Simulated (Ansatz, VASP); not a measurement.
## One calculation of Hf2Ti, two programs

```xyz
3
Lattice="4.8719 0.0000 0.0000 -2.4359 4.2191 0.0000 0.0000 0.0000 2.9824" Properties=species:S:1:pos:R:3 pbc="T T T"
Hf    0.0000    2.8128    1.4912
Hf    2.4359    1.4064    1.4912
Ti    0.0000    0.0000    0.0000
```

Alike in both runs: task relaxation of cell and atoms; functional PBE; k mesh 6 × 6 × 6; occupations gaussian, width 0.1 eV; no spin polarisation.

|  | VASP | Ansatz |
| --- | --- | --- |
| version | VASP 6.6.1 | Ansatz 0.2.0 |
| potentials or method | VASP PAW PBE potentials, release 64 (Hf_pv, Ti_sv), cutoff 600 eV | scalar-relativistic, plane waves, PAW |
| valence electrons in the cell | 32 | 64 |

|  | VASP | Ansatz | Ansatz less VASP |
| --- | --- | --- | --- |
| gap on the k mesh at the Fermi level, each at its own relaxed structure (eV) | none | none | - |
| relaxed volume (Å³/atom) | 20.47 | 20.53 | +0.055 |
| relaxed cell length with the largest relative difference (Å) | 4.867 | 4.872 | +0.0049 |

A gap of «none» marks a metal or a gap that the smearing closes. VASP's potentials hold 32 valence electrons a cell and Ansatz's 64, so a difference there can come from the potentials and not from the codes.

Spin-orbit coupling is off throughout.
